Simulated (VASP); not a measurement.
# Si (P6_3/mmc) in VASP: further runs

Si is run at these levels: LDA; tasks: single point.

Program: VASP 6.6.1. These are calculated values, not measurements. Logs are shortened: lines on timing, memory, paths and dates and some standing lists are left out, and cuts for length are marked.

## Step 1: The cell of the first run

It takes space group P6_3/mmc (No. 194, hexagonal). Conventional cell: a = 3.916 Å, b = 3.916 Å, c = 6.228 Å, α = 90.00°, β = 90.00°, γ = 120.00°. Si (site symmetry 3m) has 4 Si at 2.36 to 2.38 Å within 3.1 Å.

This isn't the form of Si at room conditions, which is diamond.

## Step 2: Single point, LDA (biaxial strain in the a-b plane: +3.0 %, then relaxed in part)

The input, INCAR:

```
SYSTEM = Si
ALGO     = Normal         ! electronic algorithm
EDIFF    = 1E-6           ! SCF threshold, eV
ENCUT    = 520            ! plane-wave cutoff, eV
ISIF     = 2              ! what is computed and relaxed
ISMEAR   = 0              ! smearing method
LASPH    = .TRUE.         ! aspherical terms in the spheres
LCHARG   = .FALSE.        ! write CHGCAR
LREAL    = .FALSE.        ! projectors in reciprocal space
LWAVE    = .FALSE.        ! write WAVECAR
NBANDS   = 16             ! bands
NELM     = 100            ! most SCF steps
PREC     = Accurate       ! precision mode
SIGMA    = 0.02           ! smearing width, eV
```

The input, KPOINTS:

```
k-points
0
G
  12 12 6
  0 0 0
```

The input, POSCAR:

```
Si
1.0
    3.9160347437      0.0000000000      0.0000000000
   -1.9580173719      3.3913855702      0.0000000000
    0.0000000000      0.0000000000      6.2283534369
Si
4
Direct
    0.3333333333      0.6666666667      0.0605146223
    0.6666666667      0.3333333333      0.5605146223
    0.3333333333      0.6666666667      0.4394853777
    0.6666666667      0.3333333333      0.9394853777
```

Potentials or basis: VASP PAW LDA potentials, release 64 (Si).

Launch:

```bash
> cat potpaw_LDA.64/Si/POTCAR > POTCAR
> mpirun -np 1 vasp_std > vasp.out
```

OUTCAR:

```text
SYSTEM = Si
   EDIFF = 1E-6
   ENCUT = 520
   ISIF = 2
   ISMEAR = 0
   LASPH = .TRUE.
   LREAL = .FALSE.
   NELM = 100
   PREC = Accurate

 ion  position               nearest neighbor table
   1  0.333  0.667  0.061-   3 2.36   4 2.38   4 2.38   4 2.38
   2  0.667  0.333  0.561-   4 2.36   3 2.38   3 2.38   3 2.38
   3  0.333  0.667  0.439-   1 2.36   2 2.38   2 2.38   2 2.38
   4  0.667  0.333  0.939-   2 2.36   1 2.38   1 2.38   1 2.38

  LATTYP: Found a hexagonal cell.
 ALAT       =     3.9160347437
 C/A-ratio  =     1.5904745092

  Lattice vectors:

 A1 = (   3.9160347437,   0.0000000000,   0.0000000000)
 A2 = (  -1.9580173719,   3.3913855702,   0.0000000000)
 A3 = (   0.0000000000,   0.0000000000,   6.2283534369)

Analysis of symmetry for initial positions (statically):
=====================================================================
 Subroutine PRICEL returns:
 Original cell was already a primitive cell.

 Routine SETGRP: Setting up the symmetry group for a
 hexagonal supercell.

 Subroutine GETGRP returns: Found 24 space group operations
 (whereof 12 operations were pure point group operations)
 out of a pool of 24 trial point group operations.

The static configuration has the point symmetry D_3d.
 The point group associated with its full space group is D_6h.

Analysis of symmetry for dynamics (positions and initial velocities):
=====================================================================
 Subroutine PRICEL returns:
 Original cell was already a primitive cell.

 Routine SETGRP: Setting up the symmetry group for a
 hexagonal supercell.

 Subroutine GETGRP returns: Found 24 space group operations
 (whereof 12 operations were pure point group operations)
 out of a pool of 24 trial point group operations.

The dynamic configuration has the point symmetry D_3d.
 The point group associated with its full space group is D_6h.

 Subroutine INISYM returns: Found 24 space group operations
 (whereof 12 operations are pure point group operations),
 and found     1 'primitive' translations

----------------------------------------------------------------------------------------

                                     Primitive cell

  volume of cell :      82.7174

  direct lattice vectors                    reciprocal lattice vectors
     3.916034744  0.000000000  0.000000000     0.255360349  0.147432366  0.000000000
    -1.958017372  3.391385570  0.000000000     0.000000000  0.294864733  0.000000000
     0.000000000  0.000000000  6.228353437     0.000000000  0.000000000  0.160556078

  length of vectors
     3.916034744  3.916034744  6.228353437     0.294864733  0.294864733  0.160556078

  position of ions in fractional coordinates (direct lattice)
     0.333333333  0.666666667  0.060514622
     0.666666667  0.333333333  0.560514622
     0.333333333  0.666666667  0.439485378
     0.666666667  0.333333333  0.939485378

  ion indices of the primitive-cell ions
   primitive index   ion index
                 1           1
                 2           2
                 3           3
                 4           4

----------------------------------------------------------------------------------------

 KPOINTS: k-points

Automatic generation of k-mesh.
 Grid dimensions read from file:
 generate k-points for:   12   12    6

 Generating k-lattice:

  Cartesian coordinates                     Fractional coordinates (reciprocal lattice)
     0.021280029  0.012286031  0.000000000     0.083333333  0.000000000  0.000000000
     0.000000000  0.024572061  0.000000000     0.000000000  0.083333333  0.000000000
     0.000000000  0.000000000  0.026759346     0.000000000  0.000000000  0.166666667

  Length of vectors
     0.024572061  0.024572061  0.026759346

  Shift w.r.t. Gamma in fractional coordinates (k-lattice)
     0.000000000  0.000000000  0.000000000

 Subroutine IBZKPT returns following result:
 ===========================================

 Found     76 irreducible k-points:

 Following reciprocal coordinates:
            Coordinates               Weight
  0.000000  0.000000  0.000000      1.000000
  0.083333  0.000000  0.000000      6.000000
  0.166667  0.000000  0.000000      6.000000
  0.250000  0.000000  0.000000      6.000000
  0.333333  0.000000  0.000000      6.000000
  0.416667 -0.000000  0.000000      6.000000
[... 16 lines left out ...]
  0.250000  0.000000  0.166667     12.000000
  0.333333  0.000000  0.166667     12.000000
 [... further k-points ...]
   k-points           NKPTS =     76   k-points in BZ     NKDIM =     76   number of bands    NBANDS=     16
   number of dos      NEDOS =    301   number of ions     NIONS =      4
   total plane-waves  NPLWV =  43200
   dimension x,y,z NGX =    30 NGY =   30 NGZ =   48
   dimension x,y,z NGXF=    60 NGYF=   60 NGZF=   96
   ions per type =               4
   NGX,Y,Z   is equivalent  to a cutoff of  12.74, 12.74, 12.81 a.u.
   NGXF,Y,Z  is equivalent  to a cutoff of  25.47, 25.47, 25.62 a.u.
 SYSTEM =  Si
   PREC   = accura    normal or accurate (medium, high low for compatibility)
   ISTART =      0    job   : 0-new  1-cont  2-samecut
   ICHARG =      2    charge: 1-file 2-atom 10-const
   ISPIN  =      1    spin polarized calculation?
   LNONCOLLINEAR =      F non collinear calculations
   LSORBIT =      F    spin-orbit coupling
   LASPH  =      T    aspherical Exc in radial PAW
   ENCUT  =  520.0 eV  38.22 Ry    6.18 a.u.   7.28  7.28 11.58*2*pi/ulx,y,z
   NELM   =    100;   NELMIN=  2; NELMDL= -5     # of ELM steps
   EDIFF  = 0.1E-05   stopping-criterion for ELM
   LREAL  =      F    real-space projection
   EDIFFG = 0.1E-04   stopping-criterion for IOM
   NSW    =      0    number of steps for IOM
   IBRION =     -1    ionic relax: 0-MD 1-quasi-New 2-CG
   NFREE  =      0    steps in history (QN), initial steepest desc. (CG)
   ISIF   =      2    stress and relaxation
   ISYM   =      2    0-nonsym 1-usesym 2-fastsym
   POTIM  = 0.5000    time-step for ionic-motion
   TEBEG  =    0.0;   TEEND  =   0.0 temperature during run
   PSTRESS=    0.0 pullay stress
   NELECT =      16.0000    total number of electrons
   NUPDOWN=      -1.0000    fix difference up-down
   EMIN   =  10.00;   EMAX   =-10.00  energy-range for DOS
   EFERMI =   0.00;   METHOD = LEGACY
   ISMEAR =     0;   SIGMA  =   0.02  broadening in eV -4-tet -1-fermi 0-gaus
   EFERMI_NEDOS =   21; number of points for ismear=-14 and -15
   IALGO  =     38    algorithm
   IMIX   =      4    mixing-type and parameters
     AMIX     =   0.40;   BMIX     =  1.00
     AMIX_MAG =   1.60;   BMIX_MAG =  1.00
  volume/ion in A,a.u.               =      20.68       139.55
  Fermi-wavevector in a.u.,A,eV,Ry     =   0.946780  1.789155 12.196164  0.896393
  Thomas-Fermi vector in A             =   2.074811
   LORBIT       =      0    0 simple, 1 ext, 2 COOP (PROOUT), +10 PAW based schemes
   GGA     = CA    functional components
   LHFCALC =     F    Hartree Fock is set to
   AEXX    =    0.0000 exact exchange contribution
   IVDW    =     0    specifies the selected vdW correction
   LEPSILON=     F    determine dielectric tensor
   LRPA    =     F    only Hartree local field effects (RPA)
 non-spin polarized calculation
 Gauss-broadening in eV      SIGMA  =   0.02
  energy-cutoff  :      520.00
  volume of cell :       82.72
 maximum number of plane-waves:      2259
 NGX is ok and might be reduce to    30
   NGX = 15   NGY = 15   NGZ = 23

 number of electron      15.9999999 magnetization

 Free energy of the ion-electron system (eV)
  ---------------------------------------------------
  ext. energy  EPLUGINS =         0.00000000
  ---------------------------------------------------
  free energy    TOTEN  =       -23.70429976 eV

  energy without entropy =      -23.70429976  energy(sigma->0) =      -23.70429976

 E-fermi :   5.7436     XC(G=0):  -9.4777

 val. band max:        5.6204361393   @ k =   0.0000   0.0000   0.0000
 cond. band min:       5.8513970863   @ k =   0.5000   0.0000   0.0000
 fundamental gap:      0.2309609470
 Fermi energy:         5.7435937949

 k-point     1 :       0.0000    0.0000    0.0000
  band No.  band energies     occupation
      1      -6.3123      2.00000
      2      -3.8848      2.00000
      3      -1.3501      2.00000
      4       3.9901      2.00000
      5       3.9901      2.00000
      6       5.5494      2.00000
[... 8 lines left out ...]
     15       9.7679      0.00000
     16      11.4629      0.00000

 k-point     2 :       0.0833    0.0000    0.0000
  band No.  band energies     occupation
      1      -6.2358      2.00000
      2      -3.8066      2.00000
      3      -1.3160      2.00000
      4       3.2992      2.00000
      5       3.8342      2.00000
      6       4.9910      2.00000
[... 8 lines left out ...]
     15      10.0573      0.00000
     16      10.9968      0.00000

 k-point     3 :       0.1667    0.0000    0.0000
  band No.  band energies     occupation
      1      -6.0083      2.00000
      2      -3.5739      2.00000
      3      -1.2456      2.00000
      4       2.1788      2.00000
      5       3.4847      2.00000
      6       3.7975      2.00000
[... 8 lines left out ...]
     15      10.8266      0.00000
     16      10.8918      0.00000

 k-point     4 :       0.2500    0.0000    0.0000
  band No.  band energies     occupation
      1      -5.6373      2.00000
      2      -3.1929      2.00000
      3      -1.2769      2.00000
      4       1.2599      2.00000
      5       2.5444      2.00000
      6       3.1130      2.00000
[... 8 lines left out ...]
     15      11.4824      0.00000
     16      11.9146      0.00000
[... 324 lines left out ...]
 k-point    22 :       0.1667    0.0000    0.1667
  band No.  band energies     occupation
      1      -5.9152      2.00000
      2      -3.9404      2.00000
      3      -0.7358      2.00000
      4       2.2900      2.00000
      5       3.3792      2.00000
      6       3.5608      2.00000
[... 8 lines left out ...]
     15      10.6388      0.00000
     16      11.0851      0.00000

 k-point    23 :       0.2500    0.0000    0.1667
  band No.  band energies     occupation
      1      -5.5450      2.00000
      2      -3.5742      2.00000
      3      -0.8272      2.00000
      4       1.4437      2.00000
      5       2.1882      2.00000
      6       3.1904      2.00000
[... 8 lines left out ...]
     15      11.5488      0.00000
     16      11.7921      0.00000

 k-point    24 :       0.3333    0.0000    0.1667
  band No.  band energies     occupation
      1      -5.0520      2.00000
      2      -3.1026      2.00000
      3      -1.3076      2.00000
      4       1.0329      2.00000
      5       1.2141      2.00000
      6       2.8895      2.00000
[... 8 lines left out ...]
     15      12.4215      0.00000
     16      12.4960      0.00000

 [... further k-points ...]

------------------------ aborting loop because EDIFF is reached ----------------------------------------

  FORCE on cell =-STRESS in cart. coord.  units (eV):
  Direction    XX          YY          ZZ          XY          YZ          ZX
  --------------------------------------------------------------------------------------
  -------------------------------------------------------------------------------------
  Total       -3.2302812     -3.2302812      0.0339945      0.0000000      0.0000000      0.0000000
  in kB      -62.5682429    -62.5682429      0.6584493      0.0000000      0.0000000      0.0000000
  external PRESSURE =     -41.4926788 kB  Pullay stress =       0.0000000 kB

 VOLUME and BASIS-vectors are now :
 -----------------------------------------------------------------------------
  energy-cutoff  :      520.00
  volume of cell :       82.72
      direct lattice vectors                 reciprocal lattice vectors
     3.916034744  0.000000000  0.000000000     0.255360349  0.147432366  0.000000000
    -1.958017372  3.391385570  0.000000000     0.000000000  0.294864733  0.000000000
     0.000000000  0.000000000  6.228353437     0.000000000  0.000000000  0.160556078

 POSITION                                       TOTAL-FORCE (eV/Angst)
 -----------------------------------------------------------------------------------
     -0.00000      2.26092      0.37691        -0.000000      0.000000     -0.000470
      1.95802      1.13046      3.49108         0.000000      0.000000     -0.000470
     -0.00000      2.26092      2.73727        -0.000000     -0.000000      0.000470
      1.95802      1.13046      5.85145         0.000000     -0.000000      0.000470
 -----------------------------------------------------------------------------------
    total drift:                               -0.000000      0.000000     -0.000000

  FREE ENERGIE OF THE ION-ELECTRON SYSTEM (eV)
  ---------------------------------------------------
  free  energy   TOTEN  =       -23.7042997642 eV

  energy  without entropy=      -23.7042997642  energy(sigma->0) =      -23.70429976
```

It took 2.4 min on 1 thread of Intel Xeon Platinum 8375C at 2.90GHz (Ice Lake), shared host; peak memory 0.2 GiB.

Results:

- Free energy: -23.7043 eV
- Pressure: -4.1 GPa
- Band gap on the k mesh: 0.23 eV (least direct gap 0.46 eV)

Levels at points of the mesh, in eV from the valence-band top:
| k point | band 5 | band 6 | band 7 | band 8 | band 9 | band 10 | band 11 | band 12 |
| --- | --- | --- | --- | --- | --- | --- | --- | --- |
| (0.00, 0.00, 0.00) | -1.63 | -0.07 | 0.00 | 0.00 | 0.46 | 1.86 | 1.86 | 2.90 |
| (0.50, 0.00, 0.00) | -4.48 | -3.07 | -2.83 | -1.33 | 0.23 | 2.30 | 3.10 | 3.20 |
| (0.00, 0.00, 0.50) | -1.00 | -1.00 | -1.00 | -1.00 | 1.35 | 1.35 | 2.88 | 2.88 |
| (0.50, 0.00, 0.50) | -2.39 | -2.39 | -2.16 | -2.16 | 0.89 | 0.89 | 1.81 | 1.81 |

Caveat: the cell differs from its parent crystal (biaxial strain in the a-b plane: +3.0 %, then relaxed in part); the stress differs along the axes, from -6 to 0 GPa. A k mesh can miss the band edges.

## Step 3: Single point, LDA

The input, INCAR:

```
PREC = Accurate
ENCUT = 520
EDIFF = 1E-6
ISMEAR = 0
SIGMA = 0.02
LREAL = False
LASPH = True
NELM = 80
ALGO = Normal
ISIF = 2
LWAVE = False
LCHARG = False
NBANDS = 16
```

The input, KPOINTS:

```
regular mesh
0
Gamma
  12 12 6
```

POSCAR is that of step 2.

Potentials or basis: VASP PAW LDA potentials, release 64 (Si).

Launch:

```bash
> cat potpaw_LDA.64/Si/POTCAR > POTCAR
> mpirun -np 1 vasp_std > vasp.out
```

It took 2.6 min on 1 thread of Intel Xeon Platinum 8375C at 2.90GHz (Ice Lake), shared host; peak memory 0.2 GiB.

Results (log left out):

* Free energy: -23.7043 eV
* Pressure: -4.1 GPa
* Band gap on the k mesh: 0.23 eV (least direct gap 0.46 eV)

Stress tensor (GPa, compression positive):
```
-6.26  0.00  0.00
 0.00 -6.26  0.00
 0.00  0.00  0.07
```

Levels at points of the mesh, in eV from the valence-band top:
```
           k point  band 5  band 6  band 7  band 8  band 9  band 10  band 11  band 12
(0.00, 0.00, 0.00)   -1.63   -0.07    0.00    0.00    0.46     1.86     1.86     2.90
(0.50, 0.00, 0.00)   -4.48   -3.07   -2.83   -1.33    0.23     2.30     3.10     3.20
(0.00, 0.00, 0.50)   -1.00   -1.00   -1.00   -1.00    1.35     1.35     2.88     2.88
(0.50, 0.00, 0.50)   -2.39   -2.39   -2.16   -2.16    0.89     0.89     1.81     1.81
```

Caveat: the stress differs along the axes, from -6 to 0 GPa.

(Part 1 of 2 ends here.)
